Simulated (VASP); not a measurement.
# Y (P6_3/mmc) in VASP: single point with PBE

Aim: the single point of Y with PBE.

Everything below comes from runs of VASP 6.6.1. Logs are shortened: lines on timing, memory, paths and dates and some standing lists are left out, and cuts for length are marked.

**1. The cell of the first run**

The structure is hexagonal, space group P6_3/mmc (No. 194). Conventional cell: a = 3.503 Å, b = 3.503 Å, c = 11.236 Å, α = 90.00°, β = 90.00°, γ = 120.00°. Within 4.5 Å of Y (site symmetry -3m) lie 12 Y at 3.46 to 3.50 Å. Within 4.5 Å of Y (site symmetry -6m2) lie 12 Y at 3.46 to 3.50 Å.

**2. Single point, PBE, collinear spin (29.86 Å³/atom)**

Contents of INCAR:

```
PREC = Accurate
ENCUT = 520
EDIFF = 1E-7
ISMEAR = -1
SIGMA = 0.05
LREAL = F
LASPH = T
NELM = 150
ALGO = Normal
ISIF = 2
LWAVE = F
LCHARG = T
ISPIN = 2
MAGMOM = 1 1 1 1
LORBIT = 11
LMAXMIX = 4
GGA = PE
LELF = T
LVHAR = T
NBANDS = 34
```

Contents of KPOINTS:

```
regular mesh
0
Gamma
  13 13 4
```

Contents of POSCAR:

```
Y
1.0
    3.5031509536      0.0000000000      0.0000000000
   -1.7515754768      3.0338177191      0.0000000000
    0.0000000000      0.0000000000     11.2364489047
Y
4
Direct
    1.0000000000      1.0000000000      0.0000000000
    1.0000000000      0.0000000000      0.5000000000
    0.3333333333      0.6666666667      0.2500000000
    0.6666666667      0.3333333333      0.7500000000
```

Potentials or basis: VASP PAW PBE potentials, release 64 (Y_sv).

Command:

```console
$ cat potpaw_PBE.64/Y_sv/POTCAR > POTCAR
$ mpirun -np 1 vasp_std > vasp.out
```

OUTCAR:

```text
PREC = Accurate
   ENCUT = 520
   EDIFF = 1E-7
   ISMEAR = -1
   LREAL = F
   LASPH = T
   NELM = 150
   ISIF = 2
   ISPIN = 2
   LORBIT = 11
   GGA = PE

 ion  position               nearest neighbor table
   1  0.000  0.000  0.000-   3 3.46   4 3.46   3 3.46   4 3.46   4 3.46   3 3.46
   2  0.000  0.000  0.500-   3 3.46   4 3.46   3 3.46   4 3.46   4 3.46   3 3.46
   3  0.333  0.667  0.250-   1 3.46   2 3.46   1 3.46   2 3.46   1 3.46   2 3.46
   4  0.667  0.333  0.750-   1 3.46   2 3.46   1 3.46   2 3.46   1 3.46   2 3.46

  LATTYP: Found a hexagonal cell.
 ALAT       =     3.5031509536
 C/A-ratio  =     3.2075263252

  Lattice vectors:

 A1 = (   3.5031509536,   0.0000000000,   0.0000000000)
 A2 = (  -1.7515754768,   3.0338177191,   0.0000000000)
 A3 = (   0.0000000000,   0.0000000000,  11.2364489047)

Analysis of symmetry for initial positions (statically):
=====================================================================
 Subroutine PRICEL returns:
 Original cell was already a primitive cell.

 Routine SETGRP: Setting up the symmetry group for a
 hexagonal supercell.

 Subroutine GETGRP returns: Found 24 space group operations
 (whereof 12 operations were pure point group operations)
 out of a pool of 24 trial point group operations.

The static configuration has the point symmetry D_3d.
 The point group associated with its full space group is D_6h.

Analysis of symmetry for dynamics (positions and initial velocities):
=====================================================================
 Subroutine PRICEL returns:
 Original cell was already a primitive cell.

 Routine SETGRP: Setting up the symmetry group for a
 hexagonal supercell.

 Subroutine GETGRP returns: Found 24 space group operations
 (whereof 12 operations were pure point group operations)
 out of a pool of 24 trial point group operations.

The dynamic configuration has the point symmetry D_3d.
 The point group associated with its full space group is D_6h.

Analysis of structural, dynamic, and magnetic symmetry:
=====================================================================
 Subroutine PRICEL returns:
 Original cell was already a primitive cell.

 Routine SETGRP: Setting up the symmetry group for a
 hexagonal supercell.

 Subroutine GETGRP returns: Found 24 space group operations
 (whereof 12 operations were pure point group operations)
 out of a pool of 24 trial point group operations.

The overall configuration has the point symmetry D_3d.
 The point group associated with its full space group is D_6h.

 Subroutine INISYM returns: Found 24 space group operations
 (whereof 12 operations are pure point group operations),
 and found     1 'primitive' translations

----------------------------------------------------------------------------------------

                                     Primitive cell

  volume of cell :     119.4201

  direct lattice vectors                    reciprocal lattice vectors
     3.503150954  0.000000000  0.000000000     0.285457296  0.164808847  0.000000000
    -1.751575477  3.033817719  0.000000000     0.000000000  0.329617694  0.000000000
     0.000000000  0.000000000 11.236448905     0.000000000  0.000000000  0.088996088

  length of vectors
     3.503150954  3.503150954 11.236448905     0.329617694  0.329617694  0.088996088

  position of ions in fractional coordinates (direct lattice)
     0.000000000  0.000000000  0.000000000
     0.000000000  0.000000000  0.500000000
     0.333333333  0.666666667  0.250000000
     0.666666667  0.333333333  0.750000000

  ion indices of the primitive-cell ions
   primitive index   ion index
                 1           1
                 2           2
                 3           3
                 4           4

----------------------------------------------------------------------------------------

 KPOINTS: regular mesh

Automatic generation of k-mesh.
 Grid dimensions read from file:
 generate k-points for:   13   13    4

 Generating k-lattice:

  Cartesian coordinates                     Fractional coordinates (reciprocal lattice)
     0.021958254  0.012677604  0.000000000     0.076923077  0.000000000  0.000000000
     0.000000000  0.025355207  0.000000000     0.000000000  0.076923077  0.000000000
     0.000000000  0.000000000  0.022249022     0.000000000  0.000000000  0.250000000

  Length of vectors
     0.025355207  0.025355207  0.022249022

  Shift w.r.t. Gamma in fractional coordinates (k-lattice)
     0.000000000  0.000000000  0.000000000

 Subroutine IBZKPT returns following result:
 ===========================================

 Found     63 irreducible k-points:

 Following reciprocal coordinates:
            Coordinates               Weight
  0.000000  0.000000  0.000000      1.000000
  0.076923 -0.000000  0.000000      6.000000
  0.153846 -0.000000  0.000000      6.000000
  0.230769 -0.000000  0.000000      6.000000
  0.307692 -0.000000  0.000000      6.000000
  0.384615  0.000000  0.000000      6.000000
[... 16 lines left out ...]
  0.076923 -0.000000  0.250000     12.000000
  0.153846 -0.000000  0.250000     12.000000
 [... further k-points ...]
   k-points           NKPTS =     63   k-points in BZ     NKDIM =     63   number of bands    NBANDS=     34
   number of dos      NEDOS =    301   number of ions     NIONS =      4
   total plane-waves  NPLWV =  65856
   dimension x,y,z NGX =    28 NGY =   28 NGZ =   84
   dimension x,y,z NGXF=    56 NGYF=   56 NGZF=  168
   ions per type =               4
   NGX,Y,Z   is equivalent  to a cutoff of  13.29, 13.29, 12.43 a.u.
   NGXF,Y,Z  is equivalent  to a cutoff of  26.58, 26.58, 24.86 a.u.
 SYSTEM =  unknown system
   PREC   = accura    normal or accurate (medium, high low for compatibility)
   ISTART =      0    job   : 0-new  1-cont  2-samecut
   ICHARG =      2    charge: 1-file 2-atom 10-const
   ISPIN  =      2    spin polarized calculation?
   LNONCOLLINEAR =      F non collinear calculations
   LSORBIT =      F    spin-orbit coupling
   LASPH  =      T    aspherical Exc in radial PAW
   ENCUT  =  520.0 eV  38.22 Ry    6.18 a.u.   6.51  6.51 20.89*2*pi/ulx,y,z
   NELM   =    150;   NELMIN=  2; NELMDL= -5     # of ELM steps
   EDIFF  = 0.1E-06   stopping-criterion for ELM
   LREAL  =      F    real-space projection
   EDIFFG = 0.1E-05   stopping-criterion for IOM
   NSW    =      0    number of steps for IOM
   IBRION =     -1    ionic relax: 0-MD 1-quasi-New 2-CG
   NFREE  =      0    steps in history (QN), initial steepest desc. (CG)
   ISIF   =      2    stress and relaxation
   ISYM   =      2    0-nonsym 1-usesym 2-fastsym
   POTIM  = 0.5000    time-step for ionic-motion
   TEBEG  =    0.0;   TEEND  =   0.0 temperature during run
   PSTRESS=    0.0 pullay stress
   NELECT =      44.0000    total number of electrons
   NUPDOWN=      -1.0000    fix difference up-down
   EMIN   =  10.00;   EMAX   =-10.00  energy-range for DOS
   EFERMI =   0.00;   METHOD = LEGACY
   ISMEAR =    -1;   SIGMA  =   0.05  broadening in eV -4-tet -1-fermi 0-gaus
   EFERMI_NEDOS =   21; number of points for ismear=-14 and -15
   IALGO  =     38    algorithm
   IMIX   =      4    mixing-type and parameters
     AMIX     =   0.40;   BMIX     =  1.00
     AMIX_MAG =   1.60;   BMIX_MAG =  1.00
  volume/ion in A,a.u.               =      29.86       201.47
  Fermi-wavevector in a.u.,A,eV,Ry     =   1.173636  2.217850 18.740942  1.377420
  Thomas-Fermi vector in A             =   2.310045
   LORBIT       =     11    0 simple, 1 ext, 2 COOP (PROOUT), +10 PAW based schemes
   GGA     = PE    functional components
   LHFCALC =     F    Hartree Fock is set to
   AEXX    =    0.0000 exact exchange contribution
   IVDW    =     0    specifies the selected vdW correction
   LEPSILON=     F    determine dielectric tensor
   LRPA    =     F    only Hartree local field effects (RPA)
 spin polarized calculation
  energy-cutoff  :      520.00
  volume of cell :      119.42
 maximum number of plane-waves:      3281
 NGX is ok and might be reduce to    28
   NGX = 13   NGY = 13   NGZ = 41

 number of electron      44.0000002 magnetization       0.0000466

 Free energy of the ion-electron system (eV)
  ---------------------------------------------------
  ext. energy  EPLUGINS =         0.00000000
  ---------------------------------------------------
  free energy    TOTEN  =       -25.61708403 eV

  energy without entropy =      -25.56834288  energy(sigma->0) =      -25.59271345

 E-fermi :   3.5108     XC(G=0):  -9.7994

 val. band max:        3.5080394753   @ k =   0.4615   0.0769   0.2500
 cond. band min:       3.5108106864   @ k =   0.3077   0.0769   0.0000
 fundamental gap:      0.0027712111
 Fermi energy:         3.5107620981

 spin component 1

 k-point     1 :       0.0000    0.0000    0.0000
  band No.  band energies     occupation
      1     -38.9606      1.00000
      2     -38.9127      1.00000
      3     -38.9075      1.00000
      4     -38.8589      1.00000
      5     -19.3520      1.00000
      6     -18.9856      1.00000
[... 26 lines left out ...]
     33       6.9932      0.00000
     34       6.9932      0.00000

 k-point     2 :       0.0769   -0.0000    0.0000
  band No.  band energies     occupation
      1     -38.9560      1.00000
      2     -38.9094      1.00000
      3     -38.9042      1.00000
      4     -38.8569      1.00000
      5     -19.3377      1.00000
      6     -18.9904      1.00000
[... 26 lines left out ...]
     33       6.7136      0.00000
     34       6.7612      0.00000
[... 775 lines left out ...]
     33       6.8880      0.00000
     34       6.9423      0.00000

 k-point    24 :       0.1538   -0.0000    0.2500
  band No.  band energies     occupation
      1     -38.9396      1.00000
      2     -38.9152      1.00000
      3     -38.8798      1.00000
      4     -38.8551      1.00000
      5     -19.2749      1.00000
      6     -19.1173      1.00000
[... 26 lines left out ...]
     33       6.5987      0.00000
     34       6.7493      0.00000

 [... further k-points ...]

 spin component 2

 k-point     1 :       0.0000    0.0000    0.0000
  band No.  band energies     occupation
      1     -38.9606      1.00000
      2     -38.9127      1.00000
      3     -38.9075      1.00000
      4     -38.8589      1.00000
      5     -19.3520      1.00000
      6     -18.9856      1.00000
[... 26 lines left out ...]
     33       6.9932      0.00000
     34       6.9932      0.00000

 k-point     2 :       0.0769   -0.0000    0.0000
  band No.  band energies     occupation
      1     -38.9560      1.00000
      2     -38.9094      1.00000
      3     -38.9042      1.00000
      4     -38.8569      1.00000
      5     -19.3377      1.00000
      6     -18.9904      1.00000
[... 26 lines left out ...]
     33       6.7136      0.00000
     34       6.7612      0.00000
[... 775 lines left out ...]
     33       6.8880      0.00000
     34       6.9423      0.00000

 k-point    24 :       0.1538   -0.0000    0.2500
  band No.  band energies     occupation
      1     -38.9396      1.00000
      2     -38.9152      1.00000
      3     -38.8798      1.00000
      4     -38.8551      1.00000
      5     -19.2749      1.00000
      6     -19.1173      1.00000
[... 26 lines left out ...]
     33       6.5987      0.00000
     34       6.7493      0.00000

 [... further k-points ...]

------------------------ aborting loop because EDIFF is reached ----------------------------------------

  FORCE on cell =-STRESS in cart. coord.  units (eV):
  Direction    XX          YY          ZZ          XY          YZ          ZX
  --------------------------------------------------------------------------------------
  -------------------------------------------------------------------------------------
  Total        2.6663209      2.6663209      2.8130981      0.0000000     -0.0000000     -0.0000000
  in kB       35.7721939     35.7721939     37.7414030      0.0000000     -0.0000000     -0.0000000
  external PRESSURE =      36.4285970 kB  Pullay stress =       0.0000000 kB

 VOLUME and BASIS-vectors are now :
 -----------------------------------------------------------------------------
  energy-cutoff  :      520.00
  volume of cell :      119.42
      direct lattice vectors                 reciprocal lattice vectors
     3.503150954  0.000000000  0.000000000     0.285457296  0.164808847  0.000000000
    -1.751575477  3.033817719  0.000000000     0.000000000  0.329617694  0.000000000
     0.000000000  0.000000000 11.236448905     0.000000000  0.000000000  0.088996088

 POSITION                                       TOTAL-FORCE (eV/Angst)
 -----------------------------------------------------------------------------------
      0.00000      0.00000      0.00000         0.000000      0.000000      0.000000
      0.00000      0.00000      5.61822         0.000000      0.000000      0.000000
     -0.00000      2.02255      2.80911         0.000000     -0.000000     -0.000000
      1.75158      1.01127      8.42734        -0.000000      0.000000      0.000000
 -----------------------------------------------------------------------------------
    total drift:                                0.000000     -0.000000      0.000000

  FREE ENERGIE OF THE ION-ELECTRON SYSTEM (eV)
  ---------------------------------------------------
  free  energy   TOTEN  =       -25.6170840276 eV

  energy  without entropy=      -25.5683428771  energy(sigma->0) =      -25.59271345

 total charge

# of ion       s       p       d       f       tot
--------------------------------------------------
    1        2.294   6.224   1.031   0.009   9.558
    2        2.294   6.224   1.031   0.009   9.558
    3        2.297   6.234   1.019   0.009   9.559
    4        2.297   6.234   1.019   0.009   9.559
--------------------------------------------------
tot          9.181  24.915   4.102   0.035  38.234

 magnetization (x)

# of ion       s       p       d       f       tot
--------------------------------------------------
    1       -0.000   0.000   0.000   0.000   0.000
    2       -0.000   0.000   0.000   0.000   0.000
    3       -0.000   0.000   0.000   0.000   0.000
    4       -0.000   0.000   0.000   0.000   0.000
--------------------------------------------------
tot         -0.000   0.000   0.000   0.000   0.000
```

Run time: 9.5 min. Hardware: 1 thread of AMD EPYC 9R45 (Zen 5), shared host; peak memory 0.5 GiB.

What came out:

```yaml
Free_energy: -25.6171 eV
Pressure: 3.6 GPa
Band_gap_on_the_k_mesh: zero (filled and empty bands overlap)
Net_moment: 0.00 μB per cell
Valence_electrons_inside_the_program's_atomic_spheres: Y 9.56
```

Stress tensor (GPa, compression positive):
```
3.58 0.00 0.00
0.00 3.58 0.00
0.00 0.00 3.77
```

Caveat: the cell stands under pressure.
